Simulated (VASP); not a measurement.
Runs of VASP 6.6.1 on LaTl. The structure is that of space group Pm-3m (No. 221), or close to it. The cells are those of the table. 

```tsv
cell	gap on the mesh (eV)	pressure (GPa)
a = 3.441 Å, 2 atoms	none	45.5
a = 3.350 Å, 2 atoms	none	65.7
a = 3.972 Å, 2 atoms	none	-3.6
a = 2.927 Å, 2 atoms	none	(a)
```

Alike in all rows: task single point; level LDA; potentials or basis VASP PAW LDA potentials, release 64 (La, Tl_d); no spin polarisation; k mesh 9 × 9 × 9; cutoff (eV) 520; smearing fermi-dirac 0.05 eV.

Question: Estimate the missing entries.

Answer: (a) 300.4.

Caveats: spin-orbit coupling is left out, which moves the levels of the heavy elements.

A k mesh can miss the band edges, and the runs leave out spin-orbit coupling on La, Tl.

A gap of «none» marks levels without a gap at the run's occupations.
